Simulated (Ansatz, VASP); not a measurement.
## ZnSe: VASP beside Ansatz

The input INCAR:

```
PREC = Accurate
ENCUT = 520
EDIFF = 1E-7
ISMEAR = -1
SIGMA = 0.03
LREAL = F
LASPH = T
NELM = 100
ALGO = Normal
ISIF = 2
LWAVE = F
LCHARG = F
GGA = CA
NBANDS = 16
```

File KPOINTS:

```
Automatic mesh
0
Gamma
  8 8 8
```

Contents of POSCAR:

```
ZnSe
1.0
    0.0000000000      2.8893788162      2.8893788162
    2.8893788162      0.0000000000      2.8893788162
    2.8893788162      2.8893788162      0.0000000000
Zn Se
1 1
Direct
    0.0000000000      0.0000000000      0.0000000000
    0.7500000000      0.7500000000      0.7500000000
```

Input for Ansatz:

```yaml
crystal:
  lattice:
    - [0.0, 2.8893788162, 2.8893788162]
    - [2.8893788162, 0.0, 2.8893788162]
    - [2.8893788162, 2.8893788162, 0.0]
  atoms:
    - { symbol: Zn, position: [0.0, 0.0, 0.0] }
    - { symbol: Se, position: [0.75, 0.75, 0.75] }
kpoints:
  mp_grid: { grid: [8, 8, 8] }
scf:
  occupations: { method: fermi_dirac, width: 0.03 }
hamiltonian:
  xc: lda
  pseudopotentials: { kind: all_electron, lapw: { basis_error: 0.001 } }
output:
  forces: true
  stress: true
  eigenvalues: true
```

Change from the starting cell: volume scaled by 1.06.

Alike in both runs: task single point; functional LDA; k mesh 8 × 8 × 8; occupations fermi-dirac, width 0.03 eV; no spin polarisation.

|  | VASP | Ansatz |
| --- | --- | --- |
| version | VASP 6.6.1 | Ansatz 0.2.0 |
| potentials or method | VASP PAW LDA potentials, release 64 (Zn, Se), cutoff 520 eV | all-electron LAPW, scalar-relativistic |

```tsv
	VASP	Ansatz	Ansatz less VASP
pressure (GPa)	-6.0	-6.2	-0.21
```

LDA's correlation is that of Perdew and Zunger in VASP and of Perdew and Wang (1992) in Ansatz. Ansatz ran all-electron here, and VASP with PAW potentials.
